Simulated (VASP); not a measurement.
# HC18O in VASP: a series of runs, part 2 of 2

VASP 6.6.1. The steps go on from the part before.

**3. Single point, PBEsol, collinear spin, zero start**

Input file INCAR:

```
SYSTEM = HC18O
PREC = Accurate
ENCUT = 520
EDIFF = 1E-6
ISMEAR = 0
SIGMA = 0.02
LREAL = Auto
LASPH = .TRUE.
NELM = 150
ALGO = Normal
ISIF = 2
LWAVE = .FALSE.
LCHARG = .TRUE.
ISPIN = 2
MAGMOM = 0 0 0 0 0 0 0 0 0 0 0 0 0 0 0 0 0 0 0 0
LORBIT = 11
GGA = PS
LELF = .TRUE.
LVHAR = .TRUE.
NBANDS = 60
```

Input file KPOINTS:

```
regular mesh
0
G
  2 2 1
  0 0 0
```

Input file POSCAR:

```
HC18O
1.0
    7.3980000000      0.0000000000      0.0000000000
   -3.6990000000      6.4068560000      0.0000000000
    0.0000000000      0.0000000000     11.0000000000
C O H
18 1 1
Direct
   -0.0043701000      0.0017848068      0.0782130909
    0.2177850384      0.1127398524      0.0788725455
   -0.0034316880      0.3355069944      0.0830705455
    0.2169512294      0.4438178414      0.0905564545
   -0.0034031743      0.6690446921      0.0832388182
    0.2168381662      0.7807417554      0.0909460909
    0.3285707660      0.0009514807      0.0835720909
    0.5514648454      0.1135060629      0.0850310000
    0.3287338713      0.3353663638      0.0833733636
    0.5515645502      0.4458979568      0.0850060909
    0.3294767755      0.6683785307      0.1279918182
    0.5539992926      0.7809153195      0.0903158182
    0.6618677940      0.0008494026      0.0831632727
    0.8846321058      0.1127219029      0.0784965455
    0.6622632410      0.3350460819      0.0844559091
    0.8838998040      0.4459599217      0.0847494545
    0.6619474002      0.6689085879      0.0831490000
    0.8846627063      0.7797952693      0.0786134545
    0.3423889886      0.6748620540      0.2622741818
    0.2045111468      0.5731739561      0.2930923636
```

Potentials or basis: VASP PAW PBE potentials, release 64 (C, O, H).

On the command line:

```
cat potpaw_PBE.64/C/POTCAR potpaw_PBE.64/O/POTCAR potpaw_PBE.64/H/POTCAR > POTCAR
mpirun -np 1 vasp_std > vasp.out
```

OUTCAR:

```text
SYSTEM = HC18O
   PREC = Accurate
   ENCUT = 520
   EDIFF = 1E-6
   ISMEAR = 0
   LREAL = Auto
   LASPH = .TRUE.
   NELM = 150
   ISIF = 2
   ISPIN = 2
   LORBIT = 11
   GGA = PS

 ion  position               nearest neighbor table
   1  0.996  0.002  0.078-  14 1.42  18 1.42   2 1.42
   2  0.218  0.113  0.079-   1 1.42   7 1.43   9 1.43
   3  0.997  0.336  0.083-   4 1.41  14 1.43  16 1.43
   4  0.217  0.444  0.091-   9 1.41   3 1.41  11 1.50
   5  0.997  0.669  0.083-   6 1.41  18 1.43  16 1.43
   6  0.217  0.781  0.091-   7 1.41   5 1.41  11 1.50
   7  0.329  0.001  0.084-   6 1.41   2 1.43   8 1.43
   8  0.551  0.114  0.085-  15 1.42   7 1.43  13 1.43
   9  0.329  0.335  0.083-   4 1.41   2 1.43  10 1.43
  10  0.552  0.446  0.085-  15 1.42   9 1.43  17 1.43
  11  0.329  0.668  0.128-  19 1.48   4 1.50  12 1.50   6 1.50
  12  0.554  0.781  0.090-  13 1.41  17 1.41  11 1.50
  13  0.662  0.001  0.083-  12 1.41  14 1.43   8 1.43
  14  0.885  0.113  0.078-   1 1.42  13 1.43   3 1.43
  15  0.662  0.335  0.084-   8 1.42  10 1.42  16 1.42
  16  0.884  0.446  0.085-  15 1.42   5 1.43   3 1.43
  17  0.662  0.669  0.083-  12 1.41  18 1.43  10 1.43
  18  0.885  0.780  0.079-   1 1.42   5 1.43  17 1.43
  19  0.342  0.675  0.262-  20 0.98  11 1.48
  20  0.205  0.573  0.293-  19 0.98

  LATTYP: Found a hexagonal cell.
 ALAT       =     7.3980000000
 C/A-ratio  =     1.4868883482

  Lattice vectors:

 A1 = (   7.3980000000,   0.0000000000,   0.0000000000)
 A2 = (  -3.6990000000,   6.4068560000,   0.0000000000)
 A3 = (   0.0000000000,   0.0000000000,  11.0000000000)

Analysis of symmetry for initial positions (statically):
=====================================================================
 Subroutine PRICEL returns:
 Original cell was already a primitive cell.

 Routine SETGRP: Setting up the symmetry group for a
 hexagonal supercell.

 Subroutine GETGRP returns: Found  1 space group operations
 (whereof  1 operations were pure point group operations)
[... 212 lines left out ...]
      6     -18.4297      1.00000
[... 205 lines left out ...]
     50       4.4738      0.00000
     51       4.5484      0.00000
 Fermi energy:        -1.8938807747

 spin component 2

 k-point     1 :       0.0000    0.0000    0.0000
  band No.  band energies     occupation
      1     -22.8087      1.00000
      2     -20.8657      1.00000
      3     -18.5281      1.00000
      4     -18.5182      1.00000
      5     -18.5050      1.00000
      6     -18.4297      1.00000
[... 205 lines left out ...]
     50       4.4738      0.00000
     51       4.5483      0.00000
 [bands above 51 left out]

------------------------ aborting loop because EDIFF is reached ----------------------------------------

  FORCE on cell =-STRESS in cart. coord.  units (eV):
  Direction    XX          YY          ZZ          XY          YZ          ZX
  --------------------------------------------------------------------------------------
  -------------------------------------------------------------------------------------
  Total       -2.8259699     -2.8959387      0.0931910     -0.0690749     -0.0098366     -0.0970127
  in kB       -8.6841265     -8.8991386      0.2863734     -0.2122651     -0.0302277     -0.2981174
  external PRESSURE =      -5.7656305 kB  Pullay stress =       0.0000000 kB

 VOLUME and BASIS-vectors are now :
 -----------------------------------------------------------------------------
  energy-cutoff  :      520.00
  volume of cell :      521.38
      direct lattice vectors                 reciprocal lattice vectors
     7.398000000  0.000000000  0.000000000     0.135171668  0.078041398  0.000000000
    -3.699000000  6.406856000  0.000000000     0.000000000  0.156082796  0.000000000
     0.000000000  0.000000000 11.000000000     0.000000000  0.000000000  0.090909091

 POSITION                                       TOTAL-FORCE (eV/Angst)
 -----------------------------------------------------------------------------------
      7.35907      0.01144      0.86034         0.006531     -0.007706      0.001066
      1.19415      0.72231      0.86760         0.006299     -0.004323     -0.004400
      6.13157      2.14955      0.91378        -0.006503     -0.002931     -0.003377
     -0.03668      2.84348      0.99612        -0.002319      0.021405     -0.004214
      4.89803      4.28647      0.91563         0.000725     -0.003213     -0.002444
     -1.28379      5.00210      1.00041         0.016035     -0.009062     -0.005689
[... 12 lines left out ...]
      0.03668      4.32374      2.88502         0.061968      0.067223      0.060278
     -0.60720      3.67224      3.22402        -0.095374     -0.055275      0.071406
 -----------------------------------------------------------------------------------
    total drift:                               -0.019815     -0.031536      0.012016

  FREE ENERGIE OF THE ION-ELECTRON SYSTEM (eV)
  ---------------------------------------------------
  free  energy   TOTEN  =      -182.2449126551 eV

  energy  without entropy=     -182.2449126551  energy(sigma->0) =     -182.24491266

 total charge

# of ion       s       p       d       tot
------------------------------------------
    1        0.858   1.789   0.000   2.647
    2        0.860   1.769   0.000   2.630
    3        0.859   1.773   0.000   2.633
    4        0.857   1.768   0.000   2.625
    5        0.859   1.774   0.000   2.633
    6        0.857   1.766   0.000   2.624
[... 12 lines left out ...]
   19        1.573   3.532   0.000   5.105
   20        0.619   0.118   0.000   0.736
--------------------------------------------------
tot         17.601  35.534   0.000  53.135

 magnetization (x)

# of ion       s       p       d       tot
------------------------------------------
    1       -0.000  -0.000   0.000  -0.000
    2       -0.000   0.000   0.000  -0.000
    3       -0.000  -0.000   0.000  -0.000
    4        0.000   0.000   0.000   0.000
    5       -0.000  -0.000   0.000  -0.000
    6        0.000   0.000   0.000   0.000
[... 12 lines left out ...]
   19        0.000  -0.000   0.000   0.000
   20        0.000   0.000   0.000   0.000
--------------------------------------------------
tot          0.000   0.000   0.000   0.000
```

stdout:

```text
POSCAR found type information on POSCAR C O H
 POSCAR found :  3 types and      20 ions
 scaLAPACK will be used
 -----------------------------------------------------------------------------
|                                                                             |
|                                                                             |
|     You enforced a specific xc type in the INCAR file but a different       |
|     I HOPE YOU KNOW WHAT YOU ARE DOING!                                     |
|                                                                             |
 -----------------------------------------------------------------------------

 LDA part: xc-table for (Slater+PW92), standard interpolation
 POSCAR, INCAR and KPOINTS ok, starting setup
 FFT: planning ... GRIDC
 FFT: planning ... GRID_SOFT
 FFT: planning ... GRID
 WAVECAR not read
 entering main loop
```

Wall time 5.3 min (1 thread of Intel Xeon 6975P-C (Granite Rapids), shared host); peak memory 0.83 GiB.

What came out:

```
Free energy                                           : -182.2449 eV
Largest force                                         : 0.131 eV/Å
Net moment                                            : 0.00 μB per cell
Valence electrons inside the program's atomic spheres : C 2.65, 2.63, 2.62, 2.64, 2.52 (each value once); O 5.11; H 0.74
```

Forces in eV/Å, atoms in the order of the input:
```
C    0.007 -0.008  0.001
C    0.006 -0.004 -0.004
C   -0.007 -0.003 -0.003
C   -0.002  0.021 -0.004
C    0.001 -0.003 -0.002
C    0.016 -0.009 -0.006
C    0.003  0.002 -0.001
C    0.004 -0.007  0.005
C    0.012 -0.009 -0.002
C    0.003  0.005  0.001
C    0.008  0.015 -0.107
C   -0.020 -0.007  0.000
C   -0.013 -0.005 -0.003
C   -0.001  0.004  0.000
C    0.001  0.002 -0.001
C    0.004  0.005  0.007
C    0.008 -0.006 -0.005
C    0.003 -0.005 -0.006
O    0.062  0.067  0.060
H   -0.095 -0.055  0.071
```

Caveat: the k points lie up to 0.49 Å⁻¹ apart; there is no dipole correction, which matters where the two faces differ; no moment was typed at the start, so none could form; the PAW data sets were made with another functional, which shifts forces and pressure a little.
